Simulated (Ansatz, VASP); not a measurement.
# SnO in VASP and in Ansatz

INCAR

```
ALGO     = Normal         # electronic algorithm
DIPOL    = 0.5 0.5 0.401
EDIFF    = 1E-7           # SCF threshold, eV
ENCUT    = 520            # plane-wave cutoff, eV
GGA      = PE             # functional
IDIPOL   = 3            
ISIF     = 2              # what is computed and relaxed
ISMEAR   = 0              # smearing method
IVDW     = 12             # dispersion correction
LASPH    = True           # aspherical terms in the spheres
LCHARG   = False          # write CHGCAR
LDIPOL   = True         
LREAL    = False          # projectors in reciprocal space
LWAVE    = False          # write WAVECAR
NBANDS   = 50             # bands
NELM     = 100            # most SCF steps
PREC     = Accurate       # precision mode
SIGMA    = 0.05           # smearing width, eV
```

Contents of KPOINTS:

```
k-points
0
Gamma
  7 7 1
```

Contents of POSCAR:

```
SnO
1.0
    3.8206509079      0.0000053603      0.0000000000
   -0.0000052472      3.8206509079      0.0000000000
    0.0000000000      0.0000000000     22.2280089981
Sn O
4 4
Direct
    0.9998502662      0.9998502662      0.2024472817
    0.4998491692      0.4998491692      0.3087997895
    0.7498491692      0.7498491692      0.4932517573
    1.2498502662      1.2498502662      0.5996042650
    0.9998512723      0.4998508145      0.2556235141
    0.4998508145      0.9998512723      0.2556235141
    0.7498481630      1.2498486208      0.5464279896
    1.2498486208      0.7498481630      0.5464279896
```

Input for Ansatz:

```yaml
crystal:
  lattice:
    - [3.8206509079, 5.3603e-06, 0.0]
    - [-5.2472e-06, 3.8206509079, 0.0]
    - [0.0, 0.0, 22.2280089981]
  atoms:
    - { symbol: Sn, position: [0.9998502662, 0.9998502662, 0.2024472817] }
    - { symbol: O, position: [0.9998512723, 0.4998508145, 0.2556235141] }
    - { symbol: O, position: [0.4998508145, 0.9998512723, 0.2556235141] }
    - { symbol: Sn, position: [0.4998491692, 0.4998491692, 0.3087997895] }
    - { symbol: Sn, position: [0.7498491692, 0.7498491692, 0.4932517573] }
    - { symbol: O, position: [0.749848163, 1.2498486208, 0.5464279896] }
    - { symbol: O, position: [1.2498486208, 0.749848163, 0.5464279896] }
    - { symbol: Sn, position: [1.2498502662, 1.2498502662, 0.599604265] }
basis:
  ecutwfc: 420
kpoints:
  mp_grid: { grid: [7, 7, 1] }
hamiltonian:
  xc: pbe
  dispersion: d3bj
scf:
  occupations: { method: gaussian, width: 0.05 }
output:
  forces: true
  eigenvalues: true
efield:
  axis: 3
  dipole_correction: true
  ramp_width: 0.04
```

Alike in both runs: task single point; functional PBE; dispersion D3(BJ); k mesh 7 × 7 × 1; occupations gaussian, width 0.05 eV; no spin polarisation.

```csv
,VASP,Ansatz
version,VASP 6.6.1,Ansatz 0.2.0
potentials or method,"VASP PAW PBE potentials, release 64 (Sn_d, O), cutoff 520 eV","scalar-relativistic, plane waves, PAW"
valence electrons in the cell,80,80
```

|  | VASP | Ansatz | Ansatz less VASP |
| --- | --- | --- | --- |
| gap on the k mesh at the Fermi level (eV) | 2.51 | 2.53 | +0.012 |
| least direct gap on the mesh (eV) | 2.55 | 2.58 | +0.039 |
| rms of the force components (eV/Å) | 0.039 | 0.017 | -0.0222 |
